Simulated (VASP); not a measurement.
# B4N3 (P-42m) in VASP: single point with PBE

Aim: the single point of B4N3 with PBE.

Everything below comes from runs of VASP 6.6.1. Logs are shortened: lines on timing, memory, paths and dates and some standing lists are left out, and cuts for length are marked.

## Step 1: The cell of the first run

Symmetry: P-42m, No. 111, tetragonal system. Conventional cell: a = 3.411 Å, b = 3.411 Å, c = 4.479 Å, α = 90.00°, β = 90.00°, γ = 90.00°. Within 1.9 Å of B (site symmetry m) lie 3 N at 1.45 to 1.69 Å. Within 1.9 Å of N (site symmetry -42m) lie 4 B at 1.45 Å. Within 2.3 Å of N (site symmetry -42m) lie 4 B at 1.69 Å and 2 N at 2.24 Å. N (site symmetry -42m) has 4 B at 1.62 Å within 2.2 Å.

The cell was built from a structure type or drawn by symmetry, and may not be a known phase.

## Step 2: Single point, PBE

INCAR

```
SYSTEM = B4N3
ALGO = Normal
EDIFF = 1E-6
ENCUT = 600
GGA = PE
GGA_COMPAT = .False.
ISIF = 2
ISMEAR = 0
LASPH = .True.
LCHARG = .False.
LREAL = .False.
LWAVE = .False.
NBANDS = 22
NELM = 120
PREC = Accurate
SIGMA = 0.2
```

KPOINTS

```
k-points
0
Gamma
  4 4 4
  0 0 0
```

POSCAR

```
B4N3
1.0
    3.4107411808      0.0000000000      0.0000000000
    0.0000000000      3.4107411808      0.0000000000
    0.0000000000      0.0000000000      4.4793990564
B N
4 3
Direct
    0.2275729571      0.2275729571      0.2126302342
    0.7724270429      0.7724270429      0.2126302342
    0.7724270429      0.2275729571      0.7873697658
    0.2275729571      0.7724270429      0.7873697658
    0.0000000000      0.0000000000      0.0000000000
    0.0000000000      0.0000000000      0.5000000000
    0.5000000000      0.5000000000      0.0000000000
```

Potentials or basis: VASP PAW PBE potentials, release 64 (B, N).

Launch:

```console
$ cat potpaw_PBE.64/B/POTCAR potpaw_PBE.64/N/POTCAR > POTCAR
$ mpirun -np 1 vasp_std > vasp.out
```

OUTCAR:

```text
SYSTEM = B4N3
   EDIFF = 1E-6
   ENCUT = 600
   GGA = PE
   ISIF = 2
   ISMEAR = 0
   LASPH = .True.
   LREAL = .False.
   NELM = 120
   PREC = Accurate

 ion  position               nearest neighbor table
   1  0.228  0.228  0.213-   5 1.45   7 1.62   6 1.69
   2  0.772  0.772  0.213-   5 1.45   7 1.62   6 1.69
   3  0.772  0.228  0.787-   5 1.45   7 1.62   6 1.69
   4  0.228  0.772  0.787-   5 1.45   7 1.62   6 1.69
   5  0.000  0.000  0.000-   1 1.45   2 1.45   3 1.45   4 1.45
   6  0.000  0.000  0.500-   1 1.69   2 1.69   3 1.69   4 1.69
   7  0.500  0.500  0.000-   1 1.62   2 1.62   3 1.62   4 1.62

  LATTYP: Found a simple tetragonal cell.
 ALAT       =     3.4107411808
 C/A-ratio  =     1.3133213044

  Lattice vectors:

 A1 = (   3.4107411808,   0.0000000000,   0.0000000000)
 A2 = (   0.0000000000,   3.4107411808,   0.0000000000)
 A3 = (   0.0000000000,   0.0000000000,   4.4793990564)

Analysis of symmetry for initial positions (statically):
=====================================================================
 Subroutine PRICEL returns:
 Original cell was already a primitive cell.

 Routine SETGRP: Setting up the symmetry group for a
 simple tetragonal supercell.

 Subroutine GETGRP returns: Found  8 space group operations
 (whereof  8 operations were pure point group operations)
 out of a pool of 16 trial point group operations.

The static configuration has the point symmetry D_2d.

Analysis of symmetry for dynamics (positions and initial velocities):
=====================================================================
 Subroutine PRICEL returns:
 Original cell was already a primitive cell.

 Routine SETGRP: Setting up the symmetry group for a
 simple tetragonal supercell.

 Subroutine GETGRP returns: Found  8 space group operations
 (whereof  8 operations were pure point group operations)
 out of a pool of 16 trial point group operations.

The dynamic configuration has the point symmetry D_2d.

 Subroutine INISYM returns: Found  8 space group operations
 (whereof  8 operations are pure point group operations),
 and found     1 'primitive' translations

----------------------------------------------------------------------------------------

                                     Primitive cell

  volume of cell :      52.1095
[... 93 lines left out ...]
   LREAL  =      F    real-space projection
   EDIFFG = 0.1E-04   stopping-criterion for IOM
   NSW    =      0    number of steps for IOM
   IBRION =     -1    ionic relax: 0-MD 1-quasi-New 2-CG
   NFREE  =      0    steps in history (QN), initial steepest desc. (CG)
   ISIF   =      2    stress and relaxation
   ISYM   =      2    0-nonsym 1-usesym 2-fastsym
   POTIM  = 0.5000    time-step for ionic-motion
   TEBEG  =    0.0;   TEEND  =   0.0 temperature during run
   PSTRESS=    0.0 pullay stress
   NELECT =      27.0000    total number of electrons
   NUPDOWN=      -1.0000    fix difference up-down
   EMIN   =  10.00;   EMAX   =-10.00  energy-range for DOS
   EFERMI =   0.00;   METHOD = LEGACY
   ISMEAR =     0;   SIGMA  =   0.20  broadening in eV -4-tet -1-fermi 0-gaus
   EFERMI_NEDOS =   21; number of points for ismear=-14 and -15
   IALGO  =     38    algorithm
   IMIX   =      4    mixing-type and parameters
     AMIX     =   0.40;   BMIX     =  1.00
     AMIX_MAG =   1.60;   BMIX_MAG =  1.00
  volume/ion in A,a.u.               =       7.44        50.24
  Fermi-wavevector in a.u.,A,eV,Ry     =   1.314893  2.484787 23.523696  1.728943
  Thomas-Fermi vector in A             =   2.445114
   LORBIT       =      0    0 simple, 1 ext, 2 COOP (PROOUT), +10 PAW based schemes
   GGA     = PE    functional components
   LHFCALC =     F    Hartree Fock is set to
   AEXX    =    0.0000 exact exchange contribution
   IVDW    =     0    specifies the selected vdW correction
   LEPSILON=     F    determine dielectric tensor
   LRPA    =     F    only Hartree local field effects (RPA)
 non-spin polarized calculation
 Gauss-broadening in eV      SIGMA  =   0.20
  energy-cutoff  :      600.00
  volume of cell :       52.11
 maximum number of plane-waves:      1768
 NGX is ok and might be reduce to    28
   NGX = 13   NGY = 13   NGZ = 17

 number of electron      27.0000000 magnetization

 Free energy of the ion-electron system (eV)
  ---------------------------------------------------
  ext. energy  EPLUGINS =         0.00000000
  ---------------------------------------------------
  free energy    TOTEN  =       -48.73917506 eV

  energy without entropy =      -48.71413929  energy(sigma->0) =      -48.72665717

 E-fermi :   6.7720     XC(G=0): -11.6590

 val. band max:        6.7048647188   @ k =   0.2500   0.0000   0.0000
 cond. band min:       6.8196514546   @ k =   0.5000   0.0000   0.2500
 fundamental gap:      0.1147867359
 Fermi energy:         6.7719660735

 k-point     1 :       0.0000    0.0000    0.0000
  band No.  band energies     occupation
      1     -14.6278      2.00000
      2     -10.4186      2.00000
      3      -8.7232      2.00000
      4      -5.8754      2.00000
      5      -2.5777      2.00000
      6      -2.5777      2.00000
[... 439 lines left out ...]
     21      17.3556      0.00000
     22      17.4589      0.00000

------------------------ aborting loop because EDIFF is reached ----------------------------------------

  FORCE on cell =-STRESS in cart. coord.  units (eV):
  Direction    XX          YY          ZZ          XY          YZ          ZX
  --------------------------------------------------------------------------------------
  -------------------------------------------------------------------------------------
  Total       -0.0218267     -0.0218267      0.0399806      0.0000000      0.0000000      0.0000000
  in kB       -0.6710901     -0.6710901      1.2292567      0.0000000      0.0000000      0.0000000
  external PRESSURE =      -0.0376412 kB  Pullay stress =       0.0000000 kB

 VOLUME and BASIS-vectors are now :
 -----------------------------------------------------------------------------
  energy-cutoff  :      600.00
  volume of cell :       52.11
      direct lattice vectors                 reciprocal lattice vectors
     3.410741181  0.000000000  0.000000000     0.293191405  0.000000000  0.000000000
     0.000000000  3.410741181  0.000000000     0.000000000  0.293191405  0.000000000
     0.000000000  0.000000000  4.479399056     0.000000000  0.000000000  0.223244232

 POSITION                                       TOTAL-FORCE (eV/Angst)
 -----------------------------------------------------------------------------------
      0.77619      0.77619      0.95246         0.016704      0.016704      0.024172
      2.63455      2.63455      0.95246        -0.016704     -0.016704      0.024172
      2.63455      0.77619      3.52694        -0.016704      0.016704     -0.024172
      0.77619      2.63455      3.52694         0.016704     -0.016704     -0.024172
      0.00000      0.00000      0.00000        -0.000000     -0.000000      0.000000
      0.00000      0.00000      2.23970        -0.000000     -0.000000      0.000000
      1.70537      1.70537      0.00000         0.000000      0.000000      0.000000
 -----------------------------------------------------------------------------------
    total drift:                                0.000000      0.000000     -0.000000

  FREE ENERGIE OF THE ION-ELECTRON SYSTEM (eV)
  ---------------------------------------------------
  free  energy   TOTEN  =       -48.7391750578 eV

  energy  without entropy=      -48.7141392900  energy(sigma->0) =      -48.72665717
```

stdout:

```text
POSCAR found type information on POSCAR B N
 POSCAR found :  2 types and       7 ions
 scaLAPACK will be used
 LDA part: xc-table for (Slater+PW92), standard interpolation
 POSCAR, INCAR and KPOINTS ok, starting setup
 FFT: planning ... GRIDC
 FFT: planning ... GRID_SOFT
 FFT: planning ... GRID
 WAVECAR not read
 entering main loop
```

It took 19 s on 1 thread of Intel Xeon Platinum 8488C (Sapphire Rapids), shared host; peak memory 0.16 GiB.

What came out:

* Free energy: -48.7392 eV
* Pressure: 0.0 GPa
* Largest force: 0.034 eV/Å
* Band gap on the k mesh: zero (an odd number of electrons rules out a gap without spin polarisation)

Forces on the atoms (eV/Å):
```
B    0.017  0.017  0.024
B   -0.017 -0.017  0.024
B   -0.017  0.017 -0.024
B    0.017 -0.017 -0.024
N    0.000  0.000  0.000
N    0.000  0.000  0.000
N    0.000  0.000  0.000
```

Levels at points of the mesh, in eV from the Fermi level:
```csv
k point,band 10,band 11,band 12,band 13,band 14,band 15,band 16,band 17,band 18,band 19
"(0.00, 0.00, 0.00)",-3.98,-3.98,-3.38,-2.84,-1.90,1.16,4.76,4.76,5.19,6.52
"(0.50, 0.00, 0.00)",-6.82,-4.72,-2.67,0.44,0.82,0.92,1.98,3.35,4.59,5.97
"(0.50, 0.50, 0.00)",-3.11,-3.10,-3.10,-2.04,-2.04,0.37,4.77,4.77,7.04,7.16
"(0.00, 0.00, 0.50)",-5.47,-4.12,-4.12,-2.73,-0.42,1.04,1.90,4.85,4.85,7.76
"(0.50, 0.00, 0.50)",-6.67,-5.71,-5.24,-1.16,0.12,2.54,2.96,3.96,4.61,6.18
"(0.50, 0.50, 0.50)",-6.73,-2.99,-2.99,0.34,0.34,2.55,3.24,3.24,4.07,7.42
```

Caveat: the k points lie up to 0.46 Å⁻¹ apart, too coarse for converged energies and pressures of a metal.
